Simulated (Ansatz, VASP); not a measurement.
SnO2: VASP beside Ansatz

The input INCAR:

```
PREC     = Accurate       # precision mode
ENCUT    = 600            # plane-wave cutoff, eV
EDIFF    = 1E-6           # SCF threshold, eV
ISMEAR   = -1             # smearing method
SIGMA    = 0.05           # smearing width, eV
LREAL    = F              # projectors in reciprocal space
LASPH    = T              # aspherical terms in the spheres
NELM     = 80             # most SCF steps
ALGO     = Normal         # electronic algorithm
ISIF     = 3              # what is computed and relaxed
LWAVE    = F              # write WAVECAR
LCHARG   = F              # write CHGCAR
GGA      = RP             # functional
IVDW     = 13             # dispersion correction
IBRION   = 2              # ionic algorithm
NSW      = 60             # ionic steps
EDIFFG   = -0.01          # ionic threshold
```

File KPOINTS:

```
Automatic mesh
0
Gamma
  9 9 9
```

File POSCAR:

```
SnO2
1.0
    0.0000000000      2.5741500000      2.5741500000
    2.5741500000      0.0000000000      2.5741500000
    2.5741500000      2.5741500000      0.0000000000
Sn O
1 2
Direct
    0.0000000000      0.0000000000      0.0000000000
    0.7500000000      0.7500000000      0.7500000000
    0.2500000000      0.2500000000      0.2500000000
```

Contents of input.yaml:

```yaml
crystal:
  lattice:
    - [0.0, 2.57415, 2.57415]
    - [2.57415, 0.0, 2.57415]
    - [2.57415, 2.57415, 0.0]
  atoms:
    - { symbol: Sn, position: [0.0, 0.0, 0.0] }
    - { symbol: O, position: [0.75, 0.75, 0.75] }
    - { symbol: O, position: [0.25, 0.25, 0.25] }
hamiltonian:
  xc: rpbe
  pseudopotentials: { kind: paw }
  dispersion: d4
kpoints:
  mp_grid: { grid: [9, 9, 9] }
scf:
  occupations: { method: fermi_dirac, width: 0.05 }
output:
  forces: true
  stress: true
  eigenvalues: true
  write_density: true
  write_potential: true
  elf: true
  volumetric_format: npy
relax:
  f_tol: 0.01
  max_steps: 40
  cell: { stress_tol: 0.05 }
```

Alike in both runs: task relaxation of cell and atoms; functional RPBE; dispersion D4; k mesh 9 × 9 × 9; occupations fermi-dirac, width 0.05 eV; no spin polarisation.

```csv
,VASP,Ansatz
version,VASP 6.6.1,Ansatz 0.2.0
potentials or method,"VASP PAW PBE potentials, release 64 (Sn_d, O)",Ansatz PAW
plane-wave cutoff (eV),600,420
valence electrons in the cell,26,26
```

|  | VASP | Ansatz | Ansatz less VASP |
| --- | --- | --- | --- |
| relaxed volume (Å³/atom) | 11.15 | 11.13 | -0.021 |
| relaxed cell length with the largest relative difference (Å) | 3.617 | 3.614 | -0.0022 |

VASP's potentials were made for PBE, not for RPBE.

Noted on Ansatz's run: the plane-wave basis is chosen anew once the cell has moved, so the energies of steps on either side of that aren't comparable.
